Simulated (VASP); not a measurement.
# W4S in VASP: a series of runs, part 2 of 2

VASP 6.6.1. Earlier steps stand in the parts before.

### Step 3. Single point, PBE

The input, INCAR:

```
ALGO     = Normal         # electronic algorithm
DIPOL    = 0.5 0.5 0.351
EDIFF    = 1E-7           # SCF threshold, eV
ENCUT    = 520            # plane-wave cutoff, eV
GGA      = PE             # functional
IDIPOL   = 3            
ISIF     = 2              # what is computed and relaxed
ISMEAR   = 0              # smearing method
LASPH    = True           # aspherical terms in the spheres
LCHARG   = True           # write CHGCAR
LDIPOL   = True         
LELF     = True           # ELF
LREAL    = False          # projectors in reciprocal space
LVACPOTAV= True         
LVHAR    = True         
LWAVE    = False          # write WAVECAR
NBANDS   = 39             # bands
NELM     = 80             # most SCF steps
PREC     = Accurate       # precision mode
SIGMA    = 0.1            # smearing width, eV
```

The input, KPOINTS:

```
k-points
0
Gamma
  8 8 1
```

The input, POSCAR:

```
W4S
1.0
    3.1836991688      0.0000000000      0.0000000000
    0.0000000000      3.1836991688      0.0000000000
    0.0000000000      0.0000000000     20.1425775749
W S
4 1
Direct
    0.5000000000      0.5000000000      0.1985843165
    0.0000000000      0.0000000000      0.2776134069
    0.5000000000      0.5000000000      0.3599451800
    0.0000000000      0.0000000000      0.4290700901
    0.5000000000      0.5000000000      0.4912042611
```

Potentials or basis: VASP PAW PBE potentials, release 64 (W_sv, S).

On the command line:

```
$ cat potpaw_PBE.64/W_sv/POTCAR potpaw_PBE.64/S/POTCAR > POTCAR
$ mpirun -np 1 vasp_std > vasp.out
```

OUTCAR:

```text
EDIFF = 1E-7
   ENCUT = 520
   GGA = PE
   ISIF = 2
   ISMEAR = 0
   LASPH = True
   LREAL = False
   NELM = 80
   PREC = Accurate

 ion  position               nearest neighbor table
   1  0.500  0.500  0.199-   2 2.76   2 2.76   2 2.76   2 2.76   3 3.25
   2  0.000  0.000  0.278-   1 2.76   1 2.76   1 2.76   1 2.76   3 2.80   3 2.80   3 2.80   3 2.80
                             4 3.05
   3  0.500  0.500  0.360-   5 2.64   4 2.65   4 2.65   4 2.65   4 2.65   2 2.80   2 2.80   2 2.80
                             2 2.80   1 3.25
   4  0.000  0.000  0.429-   5 2.58   5 2.58   5 2.58   5 2.58   3 2.65   3 2.65   3 2.65   3 2.65
                             2 3.05
   5  0.500  0.500  0.491-   4 2.58   4 2.58   4 2.58   4 2.58   3 2.64

  LATTYP: Found a simple tetragonal cell.
 ALAT       =     3.1836991688
 C/A-ratio  =     6.3267841925

  Lattice vectors:

 A1 = (   3.1836991688,   0.0000000000,   0.0000000000)
 A2 = (   0.0000000000,   3.1836991688,   0.0000000000)
 A3 = (   0.0000000000,   0.0000000000,  20.1425775749)

Analysis of symmetry for initial positions (statically):
=====================================================================
 Subroutine PRICEL returns:
 Original cell was already a primitive cell.

 Routine SETGRP: Setting up the symmetry group for a
 simple tetragonal supercell.

 Subroutine GETGRP returns: Found  8 space group operations
 (whereof  8 operations were pure point group operations)
 out of a pool of 16 trial point group operations.

The static configuration has the point symmetry C_4v.

Analysis of symmetry for dynamics (positions and initial velocities):
=====================================================================
 Subroutine PRICEL returns:
 Original cell was already a primitive cell.

 Routine SETGRP: Setting up the symmetry group for a
 simple tetragonal supercell.

 Subroutine GETGRP returns: Found  8 space group operations
 (whereof  8 operations were pure point group operations)
 out of a pool of 16 trial point group operations.

[... 121 lines left out ...]
   GGA     = PE    functional components
   LHFCALC =     F    Hartree Fock is set to
   AEXX    =    0.0000 exact exchange contribution
   IVDW    =     0    specifies the selected vdW correction
   LEPSILON=     F    determine dielectric tensor
   LRPA    =     F    only Hartree local field effects (RPA)
 non-spin polarized calculation
 Gauss-broadening in eV      SIGMA  =   0.10
  energy-cutoff  :      520.00
  volume of cell :      204.16
 maximum number of plane-waves:      5576
 NGX is ok and might be reduce to    24
   NGX = 11   NGY = 11   NGZ = 75

 dipolmoment           0.000000      0.000000     -0.001064 electrons x Angstroem

 number of electron      61.9999993 magnetization

 dipolmoment           0.000000      0.000000      0.007580 electrons x Angstroem

 Free energy of the ion-electron system (eV)
  ---------------------------------------------------
  ext. energy  EPLUGINS =         0.00000000
  ---------------------------------------------------
  free energy    TOTEN  =       -52.93306205 eV

  energy without entropy =      -52.90685659  energy(sigma->0) =      -52.91995932

 E-fermi :   1.7563     XC(G=0):  -6.0232

 val. band max:        1.7435539279   @ k =   0.2500   0.0000   0.0000
 cond. band min:       1.7752494892   @ k =   0.3750   0.2500   0.0000
 fundamental gap:      0.0316955612
 Fermi energy:         1.7563478243

 k-point     1 :       0.0000    0.0000    0.0000
  band No.  band energies     occupation
      1     -72.7726      2.00000
      2     -72.4437      2.00000
      3     -72.3393      2.00000
      4     -72.2399      2.00000
      5     -37.2181      2.00000
      6     -37.2181      2.00000
[... 619 lines left out ...]
     38       4.6573      0.00000
     39       4.9732      0.00000

------------------------ aborting loop because EDIFF is reached ----------------------------------------

  FORCE on cell =-STRESS in cart. coord.  units (eV):
  Direction    XX          YY          ZZ          XY          YZ          ZX
  --------------------------------------------------------------------------------------
  -------------------------------------------------------------------------------------
  Total       -2.1618709     -2.1618709     -0.9892450      0.0000000     -0.0000000      0.0000000
  in kB      -16.9652883    -16.9652883     -7.7631032      0.0000000     -0.0000000      0.0000000
  external PRESSURE =     -13.8978933 kB  Pullay stress =       0.0000000 kB

 VOLUME and BASIS-vectors are now :
 -----------------------------------------------------------------------------
  energy-cutoff  :      520.00
  volume of cell :      204.16
      direct lattice vectors                 reciprocal lattice vectors
     3.183699169  0.000000000  0.000000000     0.314100029  0.000000000  0.000000000
     0.000000000  3.183699169  0.000000000     0.000000000  0.314100029  0.000000000
     0.000000000  0.000000000 20.142577575     0.000000000  0.000000000  0.049646079

 POSITION                                       TOTAL-FORCE (eV/Angst)
 -----------------------------------------------------------------------------------
      1.59185      1.59185      4.00000         0.000000     -0.000000      2.025288
      0.00000      0.00000      5.59185         0.000000      0.000000     -1.599910
      1.59185      1.59185      7.25022         0.000000      0.000000     -2.559468
      0.00000      0.00000      8.64258        -0.000000      0.000000      2.115860
      1.59185      1.59185      9.89412         0.000000      0.000000      0.018230
 -----------------------------------------------------------------------------------
    total drift:                                0.000000     -0.000000     -0.000279

  FREE ENERGIE OF THE ION-ELECTRON SYSTEM (eV)
  ---------------------------------------------------
  free  energy   TOTEN  =       -52.9330620490 eV

  energy  without entropy=      -52.9068565919  energy(sigma->0) =      -52.91995932

 vacuum level on the upper side and lower side of the slab         6.007         5.871
```

stdout:

```text
POSCAR found type information on POSCAR W S
 POSCAR found :  2 types and       5 ions
 scaLAPACK will be used
 LDA part: xc-table for (Slater+PW92), standard interpolation
 POSCAR, INCAR and KPOINTS ok, starting setup
 FFT: planning ... GRIDC
 FFT: planning ... GRID_SOFT
 FFT: planning ... GRID
 WAVECAR not read
 entering main loop
 -----------------------------------------------------------------------------
|                                                                             |
|           W    W    AA    RRRRR   N    N  II  N    N   GGGG   !!!           |
|           W    W   A  A   R    R  NN   N  II  NN   N  G    G  !!!           |
|           W    W  A    A  R    R  N N  N  II  N N  N  G       !!!           |
|           W WW W  AAAAAA  RRRRR   N  N N  II  N  N N  G  GGG   !            |
|           WW  WW  A    A  R   R   N   NN  II  N   NN  G    G                |
|           W    W  A    A  R    R  N    N  II  N    N   GGGG   !!!           |
|                                                                             |
|     Did not find any points to average over, which means that no vacuum     |
|     field-free region was found. Please increase the size of  your cell     |
|     in the dimension of the dipole correction to obtain accurate            |
|     workfunction values.                                                    |
|                                                                             |
 -----------------------------------------------------------------------------
```

Run time: 2.9 min. Hardware: 1 thread of Intel Xeon Platinum 8259CL at 2.50GHz (Skylake/Cascade Lake), shared host; peak memory 0.32 GiB.

Results:

- Free energy: -52.9331 eV
- Largest force: 2.559 eV/Å
- Band gap on the k mesh: zero (bands 31 and 32 overlap by 1.86 eV)

Forces on the atoms (eV/Å):
```
W    0.000  0.000  2.025
W    0.000  0.000 -1.600
W    0.000  0.000 -2.559
W    0.000  0.000  2.116
S    0.000  0.000  0.018
```

Caveat: spin-orbit coupling is left out, which moves the levels of the heavy elements.

The gap in the log of VASP goes by the Fermi energy; the results here count the filled bands.